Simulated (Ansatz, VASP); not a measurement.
Given: the input of a run of Ansatz 0.2.0 on As.

input.yaml

```yaml
crystal:
  lattice:
    - [1.825, -5.5, 0.0]
    - [1.825, 5.5, 0.0]
    - [0.0, 0.0, 4.47]
  atoms:
    - { symbol: As, position: [0.39, 0.61, 0.56] }
    - { symbol: As, position: [0.89, 0.11, 0.94] }
    - { symbol: As, position: [0.61, 0.39, 0.44] }
    - { symbol: As, position: [0.11, 0.89, 0.06] }
kpoints:
  mp_grid: { grid: [5, 5, 4] }
scf:
  occupations: { method: fermi_dirac, width: 0.03 }
hamiltonian:
  xc: pbe
  pseudopotentials: { kind: all_electron, lapw: { basis_error: 0.002 } }
output:
  forces: true
  stress: true
  eigenvalues: true
```

Potentials or basis: all-electron LAPW, scalar-relativistic.

Run with:

```console
$ ansatz run input.yaml --threads 2 --pin off --max-ram 6144MiB --backend cpu --events-out ev --progress --plain --runs-dir out
```

**Question.** Translate it to VASP 6.6.1. Potentials there: VASP PAW PBE potentials, release 64 (As).

**Answer.** As run (the cutoff follows the program's own potentials):

Contents of INCAR:

```
ALGO = Normal
EDIFF = 1E-6
ENCUT = 520
GGA = PE
ISIF = 2
ISMEAR = -1
LASPH = T
LCHARG = T
LELF = T
LREAL = F
LVHAR = T
LWAVE = F
NBANDS = 18
NELM = 60
PREC = Accurate
SIGMA = 0.03
```

Contents of KPOINTS:

```
k-points
0
Gamma
  5 5 4
```

File POSCAR:

```
As
1.0
    1.8250000000     -5.5000000000      0.0000000000
    1.8250000000      5.5000000000      0.0000000000
    0.0000000000      0.0000000000      4.4700000000
As
4
Direct
    0.3900000000      0.6100000000      0.5600000000
    0.8900000000      0.1100000000      0.9400000000
    0.6100000000      0.3900000000      0.4400000000
    0.1100000000      0.8900000000      0.0600000000
```

Potentials or basis: VASP PAW PBE potentials, release 64 (As).

The run is started by

```console
$ cat potpaw_PBE.64/As/POTCAR > POTCAR
$ mpirun -np 1 vasp_std > vasp.out
```

Both were run:

|  | VASP | Ansatz | Ansatz less VASP |
| --- | --- | --- | --- |
| gap on the k mesh at the Fermi level (eV) | 0.01 | 0.03 | +0.014 |
| least direct gap on the mesh (eV) | 0.19 | 0.20 | +0.012 |
| pressure (GPa) | 3.3 | 3.0 | -0.32 |
| traceless stress, the component that is largest in VASP (GPa) | 1.90 | 1.96 | +0.053 |
| rms of the force components (eV/Å) | 0.077 | 0.048 | -0.0289 |

Atom by atom the forces differ by 0.040 eV/Å (rms over components). Ansatz ran all-electron here, and VASP with PAW potentials.
